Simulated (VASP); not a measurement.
# Si (a cell with a defect) in VASP: further runs, part 2 of 2

VASP 6.6.1. Earlier steps stand in the parts before.

### 3 Single point, PBEsol

Contents of INCAR:

```
ALGO     = Normal         # electronic algorithm
EDIFF    = 1E-6           # SCF threshold, eV
ENCUT    = 520            # plane-wave cutoff, eV
GGA      = PS             # functional
ISIF     = 2              # what is computed and relaxed
ISMEAR   = 0              # smearing method
LASPH    = True           # aspherical terms in the spheres
LCHARG   = False          # write CHGCAR
LREAL    = Auto         
LWAVE    = False          # write WAVECAR
NBANDS   = 48             # bands
NELM     = 60             # most SCF steps
PREC     = Accurate       # precision mode
SIGMA    = 0.02           # smearing width, eV
```

Contents of KPOINTS:

```
k-points
0
Gamma
  2 2 2
```

Contents of POSCAR:

```
Si
1.0
    0.0000000000      5.4300000000      5.4300000000
    5.4300000000      0.0000000000      5.4300000000
    5.4300000000      5.4300000000      0.0000000000
Si
17
Direct
   -0.0302216390      0.0100568140      0.0099553407
    0.1206922652      0.1181906077      0.1185209945
    0.0059255985     -0.0204968692      0.5071438306
    0.1205220074      0.1185634438      0.6424709945
    0.0057711786      0.5069934622     -0.0199026703
    0.1206287293      0.6424852670      0.1186674033
    0.0059944751      0.5074333333      0.5072937385
    0.1673363720      0.6107750460      0.6113069061
    0.4921847145     -0.0000797422      0.0000401473
    0.5961093923      0.1345721915      0.1347948435
    0.4919806630     -0.0000931860      0.5081832413
    0.6300914365      0.1157816759      0.6271080110
    0.4921136280      0.5079237569      0.0000303867
    0.6299528545      0.6270383057      0.1159581952
    0.5416954880      0.4860374770      0.4862247698
    0.6301585635      0.6269723757      0.6270747698
    0.9506132597      0.3496366483      0.3503585635
```

Potentials or basis: VASP PAW PBE potentials, release 64 (Si).

Command:

```bash
cat potpaw_PBE.64/Si/POTCAR > POTCAR
mpirun -np 1 vasp_std > vasp.out
```

OUTCAR:

```text
EDIFF = 1E-6
   ENCUT = 520
   GGA = PS
   ISIF = 2
   ISMEAR = 0
   LASPH = True
   LREAL = Auto
   NELM = 60
   PREC = Accurate

 ion  position               nearest neighbor table
   1  0.970  0.010  0.010-   4 2.31   6 2.31   2 2.31  10 2.34
   2  0.121  0.118  0.119-   1 2.31   9 2.33   3 2.44   5 2.44  17 2.56
   3  0.006  0.980  0.507-   8 2.33  12 2.36  17 2.36   2 2.44   4 2.44
   4  0.121  0.119  0.642-   1 2.31  11 2.33   7 2.44   3 2.44  17 2.55
   5  0.006  0.507  0.980-   8 2.33  14 2.36  17 2.37   2 2.44   6 2.44
   6  0.121  0.642  0.119-   1 2.31  13 2.33   7 2.44   5 2.44  17 2.56
   7  0.006  0.507  0.507-   8 2.33  16 2.36  17 2.36   6 2.44   4 2.44
   8  0.167  0.611  0.611-   7 2.33   3 2.33   5 2.33  15 2.35
   9  0.492  1.000  0.000-   2 2.33  14 2.34  12 2.34  10 2.34
  10  0.596  0.135  0.135-   1 2.34   9 2.34  13 2.34  11 2.35
  11  0.492  1.000  0.508-   4 2.33  12 2.34  16 2.34  10 2.35
  12  0.630  0.116  0.627-  15 2.33  11 2.34   9 2.34   3 2.36  17 3.03
  13  0.492  0.508  0.000-   6 2.33  14 2.34  16 2.34  10 2.34
  14  0.630  0.627  0.116-  15 2.33   9 2.34  13 2.34   5 2.36  17 3.03
  15  0.542  0.486  0.486-  16 2.33  12 2.33  14 2.33   8 2.35  17 2.56
  16  0.630  0.627  0.627-  15 2.33  11 2.34  13 2.34   7 2.36  17 3.03
  17  0.951  0.350  0.350-   7 2.36   3 2.36   5 2.37   4 2.55   6 2.56   2 2.56  15 2.56  16 3.03
                            12 3.03  14 3.03

  LATTYP: Found a face centered cubic cell.
 ALAT       =    10.8600000000

  Lattice vectors:

 A1 = (   0.0000000000,   5.4300000000,   5.4300000000)
 A2 = (   5.4300000000,   0.0000000000,   5.4300000000)
 A3 = (   5.4300000000,   5.4300000000,   0.0000000000)

Analysis of symmetry for initial positions (statically):
=====================================================================
 Subroutine PRICEL returns:
 Original cell was already a primitive cell.

 Routine SETGRP: Setting up the symmetry group for a
 face centered cubic supercell.
[... 155 lines left out ...]
  Thomas-Fermi vector in A             =   2.107356
   LORBIT       =      0    0 simple, 1 ext, 2 COOP (PROOUT), +10 PAW based schemes
   GGA     = PS    functional components
   LHFCALC =     F    Hartree Fock is set to
   AEXX    =    0.0000 exact exchange contribution
   IVDW    =     0    specifies the selected vdW correction
   LEPSILON=     F    determine dielectric tensor
   LRPA    =     F    only Hartree local field effects (RPA)
 non-spin polarized calculation
 Gauss-broadening in eV      SIGMA  =   0.02
  energy-cutoff  :      520.00
  volume of cell :      320.21
 maximum number of plane-waves:      8646
 NGX is ok and might be reduce to    60
   NGX = 29   NGY = 29   NGZ = 29

 number of electron      68.0000000 magnetization

 Free energy of the ion-electron system (eV)
  ---------------------------------------------------
  ext. energy  EPLUGINS =         0.00000000
  ---------------------------------------------------
  free energy    TOTEN  =       -93.72509241 eV

  energy without entropy =      -93.72124533  energy(sigma->0) =      -93.72316887

 E-fermi :   6.7279     XC(G=0):  -9.8141

 val. band max:        6.6472887422   @ k =   0.0000   0.0000   0.0000
 cond. band min:       6.7329653868   @ k =   0.0000   0.5000   0.5000
 fundamental gap:      0.0856766447
 Fermi energy:         6.7279013372

 k-point     1 :       0.0000    0.0000    0.0000
  band No.  band energies     occupation
      1      -6.3611      2.00000
      2      -3.8990      2.00000
      3      -3.6987      2.00000
      4      -3.6968      2.00000
      5      -3.5516      2.00000
      6      -2.7502      2.00000
[... 381 lines left out ...]
     45      10.0771      0.00000
     46      10.3276      0.00000
 [bands above 46 left out]

------------------------ aborting loop because EDIFF is reached ----------------------------------------

  FORCE on cell =-STRESS in cart. coord.  units (eV):
  Direction    XX          YY          ZZ          XY          YZ          ZX
  --------------------------------------------------------------------------------------
  -------------------------------------------------------------------------------------
  Total        6.3317636      6.4620131      6.3737783      0.9626080     -0.9749112      0.9458003
  in kB       31.6815038     32.3332181     31.8917278      4.8164889     -4.8780491      4.7323903
  external PRESSURE =      31.9688166 kB  Pullay stress =       0.0000000 kB

 VOLUME and BASIS-vectors are now :
 -----------------------------------------------------------------------------
  energy-cutoff  :      520.00
  volume of cell :      320.21
      direct lattice vectors                 reciprocal lattice vectors
     0.000000000  5.430000000  5.430000000    -0.092081031  0.092081031  0.092081031
     5.430000000  0.000000000  5.430000000     0.092081031 -0.092081031  0.092081031
     5.430000000  5.430000000  0.000000000     0.092081031  0.092081031 -0.092081031

 POSITION                                       TOTAL-FORCE (eV/Angst)
 -----------------------------------------------------------------------------------
      0.10867      5.31995      5.32051         0.007157      0.003132     -0.003645
      1.28534      1.29893      1.29713         0.063709      0.073471      0.081237
      8.07249      2.78597      5.35088        -0.123564      0.126340      0.029793
      4.13242      4.14305      1.29823        -0.080433     -0.050420      0.075890
      8.07490      5.35327      2.78431        -0.127762      0.030730      0.129031
      4.13306      1.29938      4.14371        -0.083823      0.071361     -0.058850
[... 9 lines left out ...]
      6.80948      6.82678      6.82622         0.168089     -0.014048     -0.012920
      3.80097      7.06428      7.06036         0.383976     -0.398430     -0.388070
 -----------------------------------------------------------------------------------
    total drift:                               -0.001418     -0.006081      0.000849

  FREE ENERGIE OF THE ION-ELECTRON SYSTEM (eV)
  ---------------------------------------------------
  free  energy   TOTEN  =       -93.7250924068 eV

  energy  without entropy=      -93.7212453317  energy(sigma->0) =      -93.72316887
```

OSZICAR:

```text
N       E                     dE             d eps       ncg     rms          rms(c)
DAV:   1     0.156958223202E+03    0.15696E+03   -0.26088E+04   768   0.117E+03
DAV:   2    -0.803650194681E+02   -0.23732E+03   -0.22413E+03   920   0.171E+02
DAV:   3    -0.953356005490E+02   -0.14971E+02   -0.14613E+02  1000   0.375E+01
DAV:   4    -0.956579581280E+02   -0.32236E+00   -0.32099E+00   936   0.676E+00
DAV:   5    -0.956661972259E+02   -0.82391E-02   -0.82328E-02   968   0.102E+00    0.149E+01
DAV:   6    -0.942718801485E+02    0.13943E+01   -0.10452E+00   904   0.310E+00    0.890E+00
DAV:   7    -0.937225880898E+02    0.54929E+00   -0.12329E+00   896   0.322E+00    0.106E+00
DAV:   8    -0.937254547963E+02   -0.28667E-02   -0.68707E-02   928   0.946E-01    0.470E-01
DAV:   9    -0.937247620187E+02    0.69278E-03   -0.60778E-03   912   0.263E-01    0.234E-01
DAV:  10    -0.937250040430E+02   -0.24202E-03   -0.85813E-04   904   0.102E-01    0.982E-02
DAV:  11    -0.937250883662E+02   -0.84323E-04   -0.13830E-04   936   0.446E-02    0.333E-02
DAV:  12    -0.937250919460E+02   -0.35798E-05   -0.15183E-05   944   0.137E-02    0.753E-03
DAV:  13    -0.937250924068E+02   -0.46080E-06   -0.19528E-06   664   0.530E-03
   1 F= -.93725092E+02 E0= -.93723169E+02  d E =-.384708E-02
```

It took 7.8 min on 1 thread of Intel Xeon 8259CL, shared host; peak memory 0.47 GiB.

Results:

```yaml
Free_energy: -93.7251 eV
Pressure: 3.2 GPa
Largest_force: 0.676 eV/Å
Band_gap_on_the_k_mesh: zero (bands 34 and 35 overlap by 0.09 eV)
```

Forces on the atoms (eV/Å):
```
Si   0.007  0.003 -0.004
Si   0.064  0.073  0.081
Si  -0.124  0.126  0.030
Si  -0.080 -0.050  0.076
Si  -0.128  0.031  0.129
Si  -0.084  0.071 -0.059
Si  -0.030  0.123  0.122
Si  -0.018  0.027  0.022
Si  -0.125  0.025  0.026
Si  -0.022  0.022  0.022
Si  -0.031  0.126  0.031
Si   0.012 -0.015 -0.164
Si  -0.028  0.027  0.125
Si   0.013 -0.155 -0.015
Si   0.021 -0.023 -0.022
Si   0.168 -0.014 -0.013
Si   0.384 -0.398 -0.388
```

Levels at points of the mesh, in eV from the Fermi level:
| k point | band 32 | band 33 | band 34 | band 35 | band 36 | band 37 |
| --- | --- | --- | --- | --- | --- | --- |
| (0.00, 0.00, 0.00) | -0.66 | -0.66 | -0.40 | -0.09 | -0.08 | 0.12 |
| (0.50, 0.00, 0.00) | -1.25 | -1.24 | -0.20 | 0.43 | 0.44 | 1.10 |
| (0.00, 0.50, 0.00) | -1.34 | -1.12 | -0.17 | 0.21 | 0.80 | 0.86 |
| (0.00, 0.00, 0.50) | -1.34 | -1.12 | -0.17 | 0.21 | 0.80 | 0.86 |
| (0.50, 0.50, 0.50) | -1.34 | -1.12 | -0.17 | 0.21 | 0.80 | 0.86 |
| (0.50, 0.50, 0.00) | -1.73 | -0.82 | 0.01 | 0.56 | 1.22 | 1.30 |
| (0.00, 0.50, 0.50) | -1.73 | -0.82 | 0.01 | 0.56 | 1.22 | 1.30 |
| (0.50, 0.00, 0.50) | -1.73 | -0.82 | 0.01 | 0.56 | 1.22 | 1.30 |

Caveat: the k points lie up to 0.50 Å⁻¹ apart; the PAW data sets were made with another functional, which shifts forces and pressure a little.

The gap in the log of VASP goes by the Fermi energy; the results here count the filled bands.